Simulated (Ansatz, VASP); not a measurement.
## One calculation of C, two programs

File INCAR:

```
SYSTEM = C
ALGO = Normal
EDIFF = 1E-7
ENCUT = 520
GGA = PS
ISIF = 2
ISMEAR = 0
IVDW = 12
LASPH = .TRUE.
LCHARG = .FALSE.
LREAL = .FALSE.
LWAVE = .FALSE.
NBANDS = 11
NELM = 100
PREC = Accurate
SIGMA = 0.03
```

The input KPOINTS:

```
k-points
0
G
  16 16 16
  0 0 0
```

The input POSCAR:

```
C
1.0
    0.0000000000      2.0894413751      3.2641567761
    1.2071379834      0.0000000000      3.2641567761
    1.2071379834      2.0894413751      0.0000000000
C
2
Direct
    0.1784547694      0.8215452306      0.1784547694
    0.8215452306      0.1784547694      0.8215452306
```

Input for Ansatz:

```yaml
crystal:
  lattice:
    - [0.0, 2.0894413751, 3.2641567761]
    - [1.2071379834, 0.0, 3.2641567761]
    - [1.2071379834, 2.0894413751, 0.0]
  atoms:
    - { symbol: C, position: [0.1784547694, 0.8215452306, 0.1784547694] }
    - { symbol: C, position: [0.8215452306, 0.1784547694, 0.8215452306] }
basis:
  ecutwfc: 520.0
kpoints:
  mp_grid: { grid: [16, 16, 16] }
hamiltonian:
  xc: pbesol
  pseudopotentials: { kind: paw, azcp: { folder: soft_1 } }
  dispersion: d3bj
scf:
  occupations: { method: gaussian, width: 0.03 }
output:
  forces: true
  stress: true
  eigenvalues: true
  write_density: true
  write_potential: true
  elf: true
  volumetric_format: npy
```

Alike in both runs: task single point; functional PBEsol; dispersion D3(BJ); k mesh 16 × 16 × 16; occupations gaussian, width 0.03 eV; no spin polarisation.

|  | VASP | Ansatz |
| --- | --- | --- |
| version | VASP 6.6.1 | Ansatz 0.2.0 |
| potentials or method | VASP PAW PBE potentials, release 64 (C), cutoff 520 eV | scalar-relativistic, plane waves, PAW |
| valence electrons in the cell | 8 | 8 |

VASP gave:

* gap on the k mesh at the Fermi level (eV): 0.18
* least direct gap on the mesh (eV): 0.18
* pressure (GPa): 23.6
* traceless stress, the component that is largest in VASP (GPa): 27.77
* rms of the force components (eV/Å): 3.118

**Question.** What did Ansatz give for the same quantities?

**Answer.** gap on the k mesh at the Fermi level (eV): 0.18; least direct gap on the mesh (eV): 0.18; pressure (GPa): 22.9; traceless stress, the component that is largest in VASP (GPa): 27.13; rms of the force components (eV/Å): 3.116.

VASP's potentials were made for PBE, not for PBEsol, and Ansatz warns of the same on its side. Atom by atom the forces differ by 0.002 eV/Å (rms over components).
